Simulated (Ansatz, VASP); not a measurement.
## One calculation of SiC, two programs

File INCAR:

```
SYSTEM = SiC
PREC     = Accurate       ! precision mode
ENCUT    = 520            ! plane-wave cutoff, eV
EDIFF    = 1E-6           ! SCF threshold, eV
ISMEAR   = -1             ! smearing method
SIGMA    = 0.05           ! smearing width, eV
LREAL    = .FALSE.        ! projectors in reciprocal space
LASPH    = .TRUE.         ! aspherical terms in the spheres
NELM     = 80             ! most SCF steps
ALGO     = Normal         ! electronic algorithm
ISIF     = 2              ! what is computed and relaxed
LWAVE    = .FALSE.        ! write WAVECAR
LCHARG   = .FALSE.        ! write CHGCAR
GGA      = B5             ! functional
ALDAX    = 1.0          
AGGAX    = 1.0          
AGGAC    = 1.0          
ALDAC    = 0.0          
NBANDS   = 16             ! bands
```

Contents of KPOINTS:

```
Automatic mesh
0
G
  10 10 5
  0 0 0
```

The input POSCAR:

```
SiC
1.0
    3.0553550827      0.0000000000      0.0000000000
   -1.5276775413      2.6460151191      0.0000000000
    0.0000000000      0.0000000000      5.0141197845
Si C
2 2
Direct
    0.6666666667      0.3333333333      0.5000000000
    0.3333333333      0.6666666667      0.0000000000
    0.6666666667      0.3333333333      0.8850000000
    0.3333333333      0.6666666667      0.3850000000
```

input.yaml

```yaml
crystal:
  lattice:
    - [3.0553550827, 0.0, 0.0]
    - [-1.5276775413, 2.6460151191, 0.0]
    - [0.0, 0.0, 5.0141197845]
  atoms:
    - { symbol: Si, position: [0.6666666667, 0.3333333333, 0.5] }
    - { symbol: Si, position: [0.3333333333, 0.6666666667, 0.0] }
    - { symbol: C, position: [0.6666666667, 0.3333333333, 0.885] }
    - { symbol: C, position: [0.3333333333, 0.6666666667, 0.385] }
hamiltonian:
  xc: blyp
  pseudopotentials: { kind: paw }
kpoints:
  mp_grid: { grid: [10, 10, 5] }
scf:
  occupations: { method: fermi_dirac, width: 0.05 }
output:
  forces: true
  stress: true
  eigenvalues: true
```

Alike in both runs: task single point; functional BLYP; k mesh 10 × 10 × 5; occupations fermi-dirac, width 0.05 eV; no spin polarisation.

|  | VASP | Ansatz |
| --- | --- | --- |
| version | VASP 6.6.1 | Ansatz 0.2.0 |
| potentials or method | VASP PAW PBE potentials, release 64 (Si, C) | Ansatz PAW |
| plane-wave cutoff (eV) | 520 | 420 |
| valence electrons in the cell | 16 | 16 |

```csv
,VASP,Ansatz,Ansatz less VASP
gap on the k mesh at the Fermi level (eV),2.80,2.80,0.000
least direct gap on the mesh (eV),4.39,4.37,-0.011
pressure (GPa),13.7,13.1,-0.62
"traceless stress, the component that is largest in VASP (GPa)",-3.15,-3.17,-0.019
rms of the force components (eV/Å),0.459,0.457,-0.0012
```

VASP's potentials were made for PBE, not for BLYP. Atom by atom the forces differ by 0.001 eV/Å (rms over components).

Noted on Ansatz's run: odd divisions of the mesh miss points on the zone boundary, where band edges often lie, so the gap on the mesh can be too wide.
